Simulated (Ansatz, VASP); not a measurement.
# Two plane-wave programs on BN

File INCAR:

```
  PREC = Accurate
  ENCUT = 520
  EDIFF = 1E-6
  ISMEAR = 0
  SIGMA = 0.05
  LREAL = F
  LASPH = T
  NELM = 100
  ALGO = Normal
  ISIF = 2
  LWAVE = F
  LCHARG = F
  GGA = PS
  NBANDS = 26
```

File KPOINTS:

```
regular mesh
0
Gamma
  6 6 10
```

The input POSCAR:

```
BN
1.0
    4.5302000000      0.0000000000      0.0000000000
    0.0000000000      4.5302000000      0.0000000000
    0.0000000000      0.0000000000      2.4619000000
B N
4 4
Direct
    0.1741337327      0.8258662673      0.5000000000
    0.3258662673      0.3258662673      0.0000000000
    0.6741337327      0.6741337327      0.0000000000
    0.8258662673      0.1741337327      0.5000000000
    0.8123909516      0.8123909516      0.5000000000
    0.3123909516      0.6876090484      0.0000000000
    0.6876090484      0.3123909516      0.0000000000
    0.1876090484      0.1876090484      0.5000000000
```

Input for Ansatz:

```yaml
crystal:
  lattice:
    - [4.5302, 0.0, 0.0]
    - [0.0, 4.5302, 0.0]
    - [0.0, 0.0, 2.4619]
  atoms:
    - { symbol: B, position: [0.1741337327, 0.8258662673, 0.5] }
    - { symbol: B, position: [0.3258662673, 0.3258662673, 0.0] }
    - { symbol: B, position: [0.6741337327, 0.6741337327, 0.0] }
    - { symbol: B, position: [0.8258662673, 0.1741337327, 0.5] }
    - { symbol: "N", position: [0.8123909516, 0.8123909516, 0.5] }
    - { symbol: "N", position: [0.3123909516, 0.6876090484, 0.0] }
    - { symbol: "N", position: [0.6876090484, 0.3123909516, 0.0] }
    - { symbol: "N", position: [0.1876090484, 0.1876090484, 0.5] }
basis:
  ecutwfc: 520.0
kpoints:
  mp_grid: { grid: [6, 6, 10] }
hamiltonian:
  xc: pbesol
  pseudopotentials: { kind: paw, azcp: { folder: soft_1 } }
scf:
  occupations: { method: gaussian, width: 0.05 }
output:
  forces: true
  stress: true
  eigenvalues: true
```

Alike in both runs: task single point; functional PBEsol; k mesh 6 × 6 × 10; occupations gaussian, width 0.05 eV; no spin polarisation.

```csv
,VASP,Ansatz
version,VASP 6.6.1,Ansatz 0.2.0
potentials or method,"VASP PAW PBE potentials, release 64 (B, N), cutoff 520 eV","scalar-relativistic, plane waves, PAW"
valence electrons in the cell,32,32
```

|  | VASP | Ansatz | Ansatz less VASP |
| --- | --- | --- | --- |
| gap on the k mesh at the Fermi level (eV) | 4.55 | 4.56 | +0.011 |
| least direct gap on the mesh (eV) | 5.78 | 5.79 | +0.011 |
| pressure (GPa) | -6.4 | -7.0 | -0.59 |
| traceless stress, the component that is largest in VASP (GPa) | 32.99 | 32.61 | -0.378 |
| rms of the force components (eV/Å) | 0.217 | 0.208 | -0.0092 |

VASP's potentials were made for PBE, not for PBEsol, and Ansatz warns of the same on its side. Atom by atom the forces differ by 0.013 eV/Å (rms over components).
